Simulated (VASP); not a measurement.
# CoO (I4/mmm) in VASP: single point with PBE+U

Aim: the single point of CoO with PBE+U.

Everything below comes from runs of VASP 6.6.1. Logs are shortened: lines on timing, memory, paths and dates and some standing lists are left out, and cuts for length are marked.

### Step 1. The cell of the first run

It takes space group I4/mmm (No. 139, tetragonal). Conventional cell: a = 3.187 Å, b = 3.187 Å, c = 4.454 Å, α = 90.00°, β = 90.00°, γ = 90.00°. Within 2.9 Å of Co (site symmetry 4/mmm) lie 6 O at 2.23 to 2.25 Å. O (site symmetry 4/mmm) has 6 Co at 2.23 to 2.25 Å within 2.9 Å.

### Step 2. Single point, PBE+U

Input file INCAR:

```
PREC     = Accurate       # precision mode
ENCUT    = 520            # plane-wave cutoff, eV
EDIFF    = 1E-6           # SCF threshold, eV
ISMEAR   = 0              # smearing method
SIGMA    = 0.02           # smearing width, eV
LREAL    = False          # projectors in reciprocal space
LASPH    = True           # aspherical terms in the spheres
NELM     = 150            # most SCF steps
ALGO     = Normal         # electronic algorithm
ISIF     = 2              # what is computed and relaxed
LWAVE    = False          # write WAVECAR
LCHARG   = True           # write CHGCAR
LMAXMIX  = 4              # l up to which the mixer works
LDAU     = True           # DFT+U
LDAUTYPE = 2            
LDAUL    = 2 -1           # shell
LDAUU    = 3.32 0         # U, eV
LDAUJ    = 0 0          
LDAUPRINT= 1            
GGA      = PE             # functional
LELF     = True           # ELF
LVHAR    = True         
NBANDS   = 14             # bands
```

Input file KPOINTS:

```
Automatic mesh
0
Gamma
  12 12 12
```

Input file POSCAR:

```
CoO
1.0
   -1.5935366439      1.5935366439      2.2267769765
    1.5935366439     -1.5935366439      2.2267769765
    1.5935366439      1.5935366439     -2.2267769765
Co O
1 1
Direct
    0.0000000000      0.0000000000      0.0000000000
    0.5000000000      0.5000000000      0.0000000000
```

Potentials or basis: VASP PAW PBE potentials, release 64 (Co, O).

On the command line:

```
$ cat potpaw_PBE.64/Co/POTCAR potpaw_PBE.64/O/POTCAR > POTCAR
$ mpirun -np 1 vasp_std > vasp.out
```

OUTCAR:

```text
PREC = Accurate
   ENCUT = 520
   EDIFF = 1E-6
   ISMEAR = 0
   LREAL = False
   LASPH = True
   NELM = 150
   ISIF = 2
   GGA = PE

 ion  position               nearest neighbor table
   1  0.000  0.000  0.000-   2 2.23   2 2.23   2 2.25   2 2.25   2 2.25   2 2.25
   2  0.500  0.500  0.000-   1 2.23   1 2.23   1 2.25   1 2.25   1 2.25   1 2.25

  LATTYP: Found a body centered tetragonal cell.
 ALAT       =     3.1870732878
 C/A-ratio  =     1.3973804650

  Lattice vectors:

 A1 = (  -1.5935366439,   1.5935366439,   2.2267769765)
 A2 = (   1.5935366439,  -1.5935366439,   2.2267769765)
 A3 = (   1.5935366439,   1.5935366439,  -2.2267769765)

Analysis of symmetry for initial positions (statically):
=====================================================================
 Subroutine PRICEL returns:
 Original cell was already a primitive cell.

 Routine SETGRP: Setting up the symmetry group for a
 body centered tetragonal supercell.

 Subroutine GETGRP returns: Found 16 space group operations
 (whereof 16 operations were pure point group operations)
 out of a pool of 16 trial point group operations.

The static configuration has the point symmetry D_4h.

Analysis of symmetry for dynamics (positions and initial velocities):
=====================================================================
 Subroutine PRICEL returns:
 Original cell was already a primitive cell.

 Routine SETGRP: Setting up the symmetry group for a
 body centered tetragonal supercell.

 Subroutine GETGRP returns: Found 16 space group operations
 (whereof 16 operations were pure point group operations)
 out of a pool of 16 trial point group operations.

The dynamic configuration has the point symmetry D_4h.

 Subroutine INISYM returns: Found 16 space group operations
 (whereof 16 operations are pure point group operations),
 and found     1 'primitive' translations

----------------------------------------------------------------------------------------

                                     Primitive cell

  volume of cell :      22.6183

  direct lattice vectors                    reciprocal lattice vectors
    -1.593536644  1.593536644  2.226776977     0.000000000  0.313767494  0.224539774
     1.593536644 -1.593536644  2.226776977     0.313767494  0.000000000  0.224539774
     1.593536644  1.593536644 -2.226776977     0.313767494  0.313767494  0.000000000

  length of vectors
     3.168162523  3.168162523  3.168162523     0.385834357  0.385834357  0.443734246

  position of ions in fractional coordinates (direct lattice)
     0.000000000  0.000000000  0.000000000
     0.500000000  0.500000000  0.000000000

  ion indices of the primitive-cell ions
   primitive index   ion index
                 1           1
                 2           2

----------------------------------------------------------------------------------------

 KPOINTS: Automatic mesh

Automatic generation of k-mesh.
 Grid dimensions read from file:
 generate k-points for:   12   12   12

 Generating k-lattice:

  Cartesian coordinates                     Fractional coordinates (reciprocal lattice)
     0.000000000  0.026147291  0.018711648     0.083333333  0.000000000  0.000000000
     0.026147291  0.000000000  0.018711648     0.000000000  0.083333333  0.000000000
     0.026147291  0.026147291  0.000000000     0.000000000  0.000000000  0.083333333

  Length of vectors
     0.032152863  0.032152863  0.036977854

  Shift w.r.t. Gamma in fractional coordinates (k-lattice)
     0.000000000  0.000000000  0.000000000

 Subroutine IBZKPT returns following result:
 ===========================================

 Found    163 irreducible k-points:

 Following reciprocal coordinates:
            Coordinates               Weight
  0.000000  0.000000  0.000000      1.000000
  0.083333 -0.000000  0.000000      8.000000
[... 39 lines left out ...]
   ENCUT  =  520.0 eV  38.22 Ry    6.18 a.u.   5.89  5.89  5.89*2*pi/ulx,y,z
   NELM   =    150;   NELMIN=  2; NELMDL= -5     # of ELM steps
   EDIFF  = 0.1E-05   stopping-criterion for ELM
   LREAL  =      F    real-space projection
   EDIFFG = 0.1E-04   stopping-criterion for IOM
   NSW    =      0    number of steps for IOM
   IBRION =     -1    ionic relax: 0-MD 1-quasi-New 2-CG
   NFREE  =      0    steps in history (QN), initial steepest desc. (CG)
   ISIF   =      2    stress and relaxation
   ISYM   =      2    0-nonsym 1-usesym 2-fastsym
   POTIM  = 0.5000    time-step for ionic-motion
   TEBEG  =    0.0;   TEEND  =   0.0 temperature during run
   PSTRESS=    0.0 pullay stress
   NELECT =      15.0000    total number of electrons
   NUPDOWN=      -1.0000    fix difference up-down
   EMIN   =  10.00;   EMAX   =-10.00  energy-range for DOS
   EFERMI =   0.00;   METHOD = LEGACY
   ISMEAR =     0;   SIGMA  =   0.02  broadening in eV -4-tet -1-fermi 0-gaus
   EFERMI_NEDOS =   21; number of points for ismear=-14 and -15
   IALGO  =     38    algorithm
   IMIX   =      4    mixing-type and parameters
     AMIX     =   0.40;   BMIX     =  1.00
     AMIX_MAG =   1.60;   BMIX_MAG =  1.00
  volume/ion in A,a.u.               =      11.31        76.32
  Fermi-wavevector in a.u.,A,eV,Ry     =   1.427639  2.697846 27.730745  2.038152
  Thomas-Fermi vector in A             =   2.547787
   LORBIT       =      0    0 simple, 1 ext, 2 COOP (PROOUT), +10 PAW based schemes
 LDA+U is selected, type is set to LDAUTYPE =  2
   angular momentum for each species LDAUL =     2   -1
   U (eV)           for each species LDAUU =   3.3  0.0
   J (eV)           for each species LDAUJ =   0.0  0.0
   GGA     = PE    functional components
   LHFCALC =     F    Hartree Fock is set to
   AEXX    =    0.0000 exact exchange contribution
   IVDW    =     0    specifies the selected vdW correction
   LEPSILON=     F    determine dielectric tensor
   LRPA    =     F    only Hartree local field effects (RPA)
 non-spin polarized calculation
 Gauss-broadening in eV      SIGMA  =   0.02
  energy-cutoff  :      520.00
  volume of cell :       22.62
 maximum number of plane-waves:       620
   NGX = 11   NGY = 11   NGZ = 11

atom =   1  type =  1  l = 2

 onsite density matrix

spin component  1

  0.4095 -0.0000  0.0000 -0.0000 -0.0000
 -0.0000  0.9570 -0.0000  0.0000  0.0000
  0.0000 -0.0000  0.3578 -0.0000 -0.0000
 -0.0000  0.0000 -0.0000  0.9570 -0.0000
 -0.0000  0.0000 -0.0000 -0.0000  0.9561

spin component  2

  0.4095 -0.0000  0.0000 -0.0000 -0.0000
 -0.0000  0.9570 -0.0000  0.0000  0.0000
  0.0000 -0.0000  0.3578 -0.0000 -0.0000
 -0.0000  0.0000 -0.0000  0.9570 -0.0000
 -0.0000  0.0000 -0.0000 -0.0000  0.9561

 occupancies and eigenvectors

  o =  0.3578  v =  0.0000  0.0000  1.0000 -0.0000 -0.0000  0.0000  0.0000  0.0000  0.0000  0.0000      0.0000  0.0000  0.0000  0.0000  0.0000  0.0000  0.0000  0.0000  0.0000  0.0000
  o =  0.3578  v =  0.0000  0.0000  0.0000  0.0000  0.0000  0.0000  0.0000  1.0000 -0.0000 -0.0000      0.0000  0.0000  0.0000  0.0000  0.0000  0.0000  0.0000  0.0000  0.0000  0.0000
  o =  0.4095  v =  1.0000  0.0000  0.0000  0.0000  0.0000  0.0000  0.0000  0.0000  0.0000  0.0000      0.0000  0.0000  0.0000  0.0000  0.0000  0.0000  0.0000  0.0000  0.0000  0.0000
  o =  0.4095  v =  0.0000  0.0000  0.0000  0.0000  0.0000  1.0000  0.0000  0.0000  0.0000  0.0000      0.0000  0.0000  0.0000  0.0000  0.0000  0.0000  0.0000  0.0000  0.0000  0.0000
  o =  0.9561  v =  0.0000  0.0000  0.0000  0.0000  0.0000  0.0000 -0.0000 -0.0000 -0.0000 -1.0000      0.0000  0.0000  0.0000  0.0000  0.0000  0.0000  0.0000  0.0000  0.0000  0.0000
  o =  0.9561  v =  0.0000 -0.0000 -0.0000 -0.0000 -1.0000  0.0000  0.0000  0.0000  0.0000  0.0000      0.0000  0.0000  0.0000  0.0000  0.0000  0.0000  0.0000  0.0000  0.0000  0.0000
  o =  0.9570  v =  0.0000  0.3131 -0.0000  0.9497 -0.0000  0.0000  0.0000  0.0000  0.0000  0.0000      0.0000  0.0000  0.0000  0.0000  0.0000  0.0000  0.0000  0.0000  0.0000  0.0000
  o =  0.9570  v =  0.0000  0.0000  0.0000  0.0000  0.0000  0.0000  0.3131 -0.0000  0.9497 -0.0000      0.0000  0.0000  0.0000  0.0000  0.0000  0.0000  0.0000  0.0000  0.0000  0.0000
  o =  0.9570  v =  0.0000 -0.9497  0.0000  0.3131 -0.0000  0.0000  0.0000  0.0000  0.0000  0.0000      0.0000  0.0000  0.0000  0.0000  0.0000  0.0000  0.0000  0.0000  0.0000  0.0000
  o =  0.9570  v =  0.0000  0.0000  0.0000  0.0000  0.0000  0.0000 -0.9497  0.0000  0.3131 -0.0000      0.0000  0.0000  0.0000  0.0000  0.0000  0.0000  0.0000  0.0000  0.0000  0.0000

 number of electron      15.0000010 magnetization

 Free energy of the ion-electron system (eV)
  ---------------------------------------------------
  ext. energy  EPLUGINS =         0.00000000
  ---------------------------------------------------
  free energy    TOTEN  =        -9.90385683 eV

  energy without entropy =       -9.90303675  energy(sigma->0) =       -9.90344679

 E-fermi :   5.8341     XC(G=0): -11.4992

 val. band max:        5.8323277586   @ k =  -0.1667   0.2500   0.1667
 cond. band min:       5.8346285168   @ k =  -0.4167  -0.4167   0.4167
 fundamental gap:      0.0023007582
 Fermi energy:         5.8341238986

 k-point     1 :       0.0000    0.0000    0.0000
  band No.  band energies     occupation
      1     -13.2799      2.00000
      2       3.0334      2.00000
      3       3.0882      2.00000
      4       3.0882      2.00000
      5       3.1223      2.00000
      6       3.1223      2.00000
      7       3.2483      2.00000
      8       5.1820      2.00000
      9       5.2420      2.00000
     10       6.4022      0.00000
     11      22.2685      0.00000
     12      22.4501      0.00000
     13      22.4501      0.00000
     14      22.5259      0.00000
[... 377 lines left out ...]
      1     -12.5517      2.00000
      2      -0.2722      2.00000
      3       1.3786      2.00000
      4       1.7135      2.00000
      5       3.4484      2.00000
      6       3.9418      2.00000
      7       4.0846      2.00000
      8       6.3527      0.00000
      9       6.5842      0.00000
     10      11.0845      0.00000
     11      14.9147      0.00000
     12      17.3146      0.00000
     13      19.5212      0.00000
     14      23.2553      0.00000

 [... further k-points ...]
[... 5 lines left out ...]
  --------------------------------------------------------------------------------------
  -------------------------------------------------------------------------------------
  Total       -4.4705090     -4.4705090     -4.7012979     -0.0000000      0.0000000      0.0000000
  in kB     -316.6698619   -316.6698619   -333.0178627     -0.0000000      0.0000000      0.0000000
  external PRESSURE =    -322.1191955 kB  Pullay stress =       0.0000000 kB

 VOLUME and BASIS-vectors are now :
 -----------------------------------------------------------------------------
  energy-cutoff  :      520.00
  volume of cell :       22.62
      direct lattice vectors                 reciprocal lattice vectors
    -1.593536644  1.593536644  2.226776977     0.000000000  0.313767494  0.224539774
     1.593536644 -1.593536644  2.226776977     0.313767494  0.000000000  0.224539774
     1.593536644  1.593536644 -2.226776977     0.313767494  0.313767494  0.000000000

 POSITION                                       TOTAL-FORCE (eV/Angst)
 -----------------------------------------------------------------------------------
      0.00000      0.00000      0.00000        -0.000000     -0.000000     -0.000000
      0.00000      0.00000      2.22678         0.000000      0.000000      0.000000
 -----------------------------------------------------------------------------------
    total drift:                               -0.000000      0.000000     -0.000000

  FREE ENERGIE OF THE ION-ELECTRON SYSTEM (eV)
  ---------------------------------------------------
  free  energy   TOTEN  =        -9.9038568320 eV

  energy  without entropy=       -9.9030367517  energy(sigma->0) =       -9.90344679
```

Run time: 20 s. Hardware: 1 thread of Intel Xeon 6975P-C (Granite Rapids), shared host; peak memory 0.18 GiB.

Results:

| Quantity | Value |
| --- | --- |
| Free energy | -9.9039 eV |
| Pressure | -32.2 GPa |
| Band gap on the k mesh | zero (an odd number of electrons rules out a gap without spin polarisation) |

Eigenvalues of the final occupation matrices:
```tsv
site	spin	trace	eigenvalues
site 1 d	1	3.64	0.36 0.41 0.96 0.96 0.96
site 1 d	2	3.64	0.36 0.41 0.96 0.96 0.96
```

Caveat: the cell stands under tension; an odd number of electrons without spin polarisation forces a metal; a magnetic or distorted state may lie lower; the run has no spin polarisation, though such a crystal can be magnetic; U without spin polarisation on a metal has little footing.
